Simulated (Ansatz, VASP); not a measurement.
## Al4Pt in VASP and in Ansatz

```
CELL_PARAMETERS angstrom
0.00000 3.60565 3.60565
3.60565 0.00000 3.60565
3.60565 3.60565 0.00000
ATOMIC_POSITIONS crystal
Al 0.87479 0.87479 0.87479
Al 0.87479 0.87479 0.37563
Al 0.87479 0.37563 0.87479
Al 0.37563 0.87479 0.87479
Pt 0.50000 0.50000 0.50000
```

Alike in both runs: functional PBE; k mesh 4 × 4 × 4; occupations gaussian, width 0.1 eV; no spin polarisation.

Ansatz relaxed the structure, and its values are those at the end. VASP's run is a single point on that final structure, the one shown.

```csv
,VASP,Ansatz
version,VASP 6.6.1,Ansatz 0.2.0
potentials or method,"VASP PAW PBE potentials, release 64 (Al, Pt), cutoff 520 eV","scalar-relativistic, plane waves, PAW"
valence electrons in the cell,22,30
```

|  | VASP | Ansatz | Ansatz less VASP |
| --- | --- | --- | --- |
| gap on the k mesh at the Fermi level (eV) | none | none | - |
| pressure (GPa) | 0.3 | 0.4 | +0.05 |
| rms of the force components (eV/Å) | 0.016 | 0.016 | +0.0002 |

A gap of «none» marks a metal or a gap that the smearing closes. The functional is the same, so the differences come from potentials, cutoffs and numerics. VASP's potentials hold 22 valence electrons a cell and Ansatz's 30, so a difference there can come from the potentials and not from the codes.

The k mesh is coarse, so the values compare programs but aren't converged. Spin-orbit coupling is off throughout.
